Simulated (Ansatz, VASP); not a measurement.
**Hf in VASP and in Ansatz**

```
Hf
1.0
     3.15905    0.00000    0.00000
     0.00000    4.99937    0.00000
     0.00000    0.00000   30.59101
Hf
12
Direct
  0.00000 0.00000 0.26491
  0.50000 0.00000 0.34990
  0.50000 0.50000 0.29302
  0.00000 0.00000 0.44000
  0.00000 0.50000 0.38103
  0.50000 0.00000 0.52981
  0.50000 0.50000 0.47019
  0.00000 0.00000 0.61897
  0.00000 0.50000 0.56000
  0.50000 0.00000 0.70698
  0.50000 0.50000 0.65010
  0.00000 0.50000 0.73509
```

Alike in both runs: functional PBEsol; k mesh 10 × 7 × 1; no spin polarisation.

Ansatz relaxed the structure, and its values are those at the end. VASP's run is a single point on that final structure, the one shown.

|  | VASP | Ansatz |
| --- | --- | --- |
| version | VASP 6.6.1 | Ansatz 0.2.0 |
| potentials or method | VASP PAW PBE potentials, release 64 (Hf_pv) | plane-wave PAW, scalar-relativistic |
| plane-wave cutoff (eV) | 400 | 420 |
| occupations | methfessel-paxton of order 1, width 0.1 eV | cold, width 0.1 eV |
| valence electrons in the cell | 120 | 312 |

```tsv
	VASP	Ansatz	Ansatz less VASP
rms of the force components (eV/Å)	0.012	0.002	-0.0104
```

VASP's potentials were made for PBE, not for PBEsol, and Ansatz warns of the same on its side. VASP's potentials hold 120 valence electrons a cell and Ansatz's 312, so a difference there can come from the potentials and not from the codes.

Spin-orbit coupling is off throughout.
